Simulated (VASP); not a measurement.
A run of VASP 6.6.1:

INCAR

```
PREC = Accurate
ENCUT = 600
EDIFF = 1E-6
ISMEAR = 0
SIGMA = 0.02
LREAL = F
LASPH = T
NELM = 100
ALGO = Normal
ISIF = 4
LWAVE = F
LCHARG = F
GGA = PE
IBRION = 2
NSW = 50
EDIFFG = -0.01
```

KPOINTS

```
regular mesh
0
Gamma
  6 6 8
```

File POSCAR:

```
HfO2
1.0
    4.6498982853      0.0000000000      0.0000000000
    0.0000000000      4.6498982853      0.0000000000
    0.0000000000      0.0000000000      3.1385947179
Hf O
2 4
Direct
    0.0000000000      0.0000000000      0.0000000000
    0.5000000000      0.5000000000      0.5000000000
    0.1955637823      0.8044362177      0.5000000000
    0.3044362177      0.3044362177      0.0000000000
    0.6955637823      0.6955637823      0.0000000000
    0.8044362177      0.1955637823      0.5000000000
```

Potentials or basis: VASP PAW PBE potentials, release 64 (Hf_pv, O).

The run is started by

```sh
$ cat potpaw_PBE.64/Hf_pv/POTCAR potpaw_PBE.64/O/POTCAR > POTCAR
$ mpirun -np 1 vasp_std > vasp.out
```

Hardware: 1 thread of Intel Xeon 8259CL, with other jobs on the host.

Question: Estimate the wall time of this run.

Answer: Run time: 3.8 min on 1 thread of Intel Xeon 8259CL (shared host), peak memory 0.23 GiB. Counts: scf iterations 30, k points 50, ion steps 4.
